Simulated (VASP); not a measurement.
Wanted: the native input for a VASP 6.6.1 run.

| Quantity | Value |
| --- | --- |
| Task | single point |
| Functional | PBEsol |
| Potentials or basis | VASP PAW PBE potentials, release 64 (B, P) |
| Cutoff | 500 eV |
| k mesh | 8 × 8 × 8 |
| Occupations | gaussian, width 0.01 eV |
| Spin | no spin polarisation |
| Dipole correction | no |
| Further INCAR settings | ALGO = Normal; EDIFF = 1e-06; NBANDS = 11 |

The structure of BP lies in POSCAR:

```
BP
1.0
    0.0000000000      2.2600702900      2.2713706415
    2.2600702900      0.0000000000      2.2713706415
    2.2600702900      2.2600702900      0.0000000000
B P
1 1
Direct
    0.0000000000      0.0000000000      0.0000000000
    0.7500000000      0.7500000000      0.7500000000
```

This cell differs from its parent crystal: z stretched by +0.5 %, x and y held.

The input as run:

INCAR

```
SYSTEM = BP
PREC = Accurate
ENCUT = 500
EDIFF = 1E-6
ISMEAR = 0
SIGMA = 0.01
LREAL = .False.
LASPH = .True.
NELM = 120
ALGO = Normal
ISIF = 2
LWAVE = .False.
LCHARG = .True.
GGA = PS
LELF = .True.
LVHAR = .True.
NBANDS = 11
GGA_COMPAT = .False.
```

KPOINTS

```
Automatic mesh
0
Gamma
  8 8 8
  0 0 0
```

Potentials or basis: VASP PAW PBE potentials, release 64 (B, P).

The run is started by

```bash
$ cat potpaw_PBE.64/B/POTCAR potpaw_PBE.64/P/POTCAR > POTCAR
$ mpirun -np 1 vasp_std > vasp.out
```

Results of the run:

* Pressure: -0.7 GPa
* Band gap on the k mesh: 1.12 eV, indirect (least direct gap 3.34 eV)

Caveat: the cell differs from its parent crystal (z stretched by +0.5 %, x and y held); the PAW data sets were made with another functional, which shifts forces and pressure a little.

It took 13 s on 1 thread of Intel(R) Xeon(R) Platinum 8259CL CPU @ 2.50GHz (Skylake/Cascade Lake), on a shared host, peak memory 0.14 GiB.
